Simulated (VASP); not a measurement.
KAgF2: single point with PBE

Crystal: KAgF2.

```
K Ag F
1.0
     1.82561    1.05402    5.73175
    -1.82561    1.05402    5.73175
     0.00000   -2.10803    5.73175
K Ag F
1 1 2
Direct
  0.00000 0.00000 0.00000
  0.50000 0.50000 0.50000
  0.24382 0.24382 0.24382
  0.75618 0.75618 0.75618
```

```yaml
Program: VASP 6.6.1
Task: single point
Functional: PBE
Potentials_or_basis: VASP PAW PBE potentials, release 64 (K_sv, Ag, F)
Cutoff: 600 eV
k_mesh: 8 × 8 × 8
Occupations: gaussian, width 0.01 eV
Spin: no spin polarisation
```

```
Pressure               : 3.1 GPa
Largest force          : 0.058 eV/Å
Band gap on the k mesh : 1.75 eV (least direct gap 1.83 eV)
```

Forces in eV/Å, atoms in the order of the input:
```
K    0.000  0.000  0.000
Ag   0.000  0.000  0.000
F    0.000  0.000  0.058
F    0.000  0.000 -0.058
```

Stress tensor (GPa, compression positive):
```
3.14 0.00 0.00
0.00 3.14 0.00
0.00 0.00 2.94
```

Levels at points of the mesh, in eV from the valence-band top:
| k point | band 14 | band 15 | band 16 | band 17 | band 18 | band 19 | band 20 | band 21 |
| --- | --- | --- | --- | --- | --- | --- | --- | --- |
| (0.00, 0.00, 0.00) | -1.14 | -0.99 | -0.09 | -0.09 | 1.75 | 6.83 | 7.24 | 9.55 |
| (0.50, 0.00, 0.00) | -0.84 | -0.83 | -0.24 | 0.00 | 5.56 | 6.22 | 6.71 | 9.44 |
| (0.50, 0.50, 0.00) | -0.84 | -0.83 | -0.31 | -0.04 | 5.36 | 6.85 | 7.59 | 8.65 |
| (0.50, 0.50, 0.50) | -1.13 | -1.02 | -0.01 | -0.01 | 2.77 | 4.86 | 7.64 | 9.41 |

Wall time 7 min on 1 thread of AMD EPYC 7R43 64-Core Processor (Zen 3), on a shared host, peak memory 0.38 GiB.

Caveat: the cell stands under pressure. A k mesh can miss the band edges.
